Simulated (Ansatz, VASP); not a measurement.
# One calculation of Pd, two programs

The input INCAR:

```
SYSTEM = Pd
  PREC = Accurate
  ENCUT = 600
  EDIFF = 1E-6
  ISMEAR = -1
  SIGMA = 0.05
  LREAL = .FALSE.
  LASPH = .TRUE.
  NELM = 150
  ALGO = Normal
  ISIF = 3
  LWAVE = .FALSE.
  LCHARG = .FALSE.
  ISPIN = 2
  MAGMOM = 0.5
  LORBIT = 11
  LMAXMIX = 4
  GGA = B5
  ALDAX = 1.0
  AGGAX = 1.0
  AGGAC = 1.0
  ALDAC = 0.0
  IBRION = 2
  NSW = 80
  EDIFFG = -0.01
```

File KPOINTS:

```
Automatic mesh
0
G
  12 12 12
  0 0 0
```

File POSCAR:

```
Pd
1.0
    2.5140960172      0.0000000000      0.0000000000
    0.0000000000      2.5140960172      0.0000000000
    0.0000000000      0.0000000000      2.5140960172
Pd
1
Direct
    0.0000000000      0.0000000000      0.0000000000
```

Input for Ansatz:

```yaml
crystal:
  lattice:
    - [2.5140960172, 0.0, 0.0]
    - [0.0, 2.5140960172, 0.0]
    - [0.0, 0.0, 2.5140960172]
  atoms:
    - { symbol: Pd, position: [0.0, 0.0, 0.0], spin: 0.5 }
hamiltonian:
  xc: blyp
  pseudopotentials:
    kind: paw
    azcp:
      Pd: "pseudopotentials/Pd.paw.azcp"
basis:
  ecutwfc: 420
  fft_grid_basis: typed
kpoints:
  mp_grid: { grid: [12, 12, 12], shift: [0, 0, 0] }
magnetization:
  spin_polarized: true
scf:
  occupations: { method: fermi_dirac, width: 0.05 }
relax:
  max_steps: 60
  f_tol: 0.01
  cell: {}
```

Alike in both runs: task relaxation of cell and atoms; functional BLYP; k mesh 12 × 12 × 12; occupations fermi-dirac, width 0.05 eV; collinear spin.

|  | VASP | Ansatz |
| --- | --- | --- |
| version | VASP 6.6.1 | Ansatz 0.2.0 |
| potentials or method | VASP PAW PBE potentials, release 64 (Pd), cutoff 600 eV | plane waves (420 eV) with PAW, scalar-relativistic |
| valence electrons in the cell | 10 | 18 |

Ansatz gave:

| Item | Value |
| --- | --- |
| net moment per atom (μB) | 0.00 |
| relaxed volume (Å³/atom) | 19.01 |
| relaxed length of the cell vector where the two differ most in proportion (Å) | 2.669 |

Question: Estimate VASP's values.

Answer: net moment per atom (μB): 0.00; relaxed volume (Å³/atom): 19.05; relaxed length of the cell vector where the two differ most in proportion (Å): 2.671.

VASP's potentials were made for PBE, not for BLYP. VASP's potentials hold 10 valence electrons a cell and Ansatz's 18, so a difference there can come from the potentials and not from the codes. Ansatz's warnings: seeded moment not kept.

Noted on VASP's run: the volume moved by over 15 % at a fixed basis, so the end points are rough.
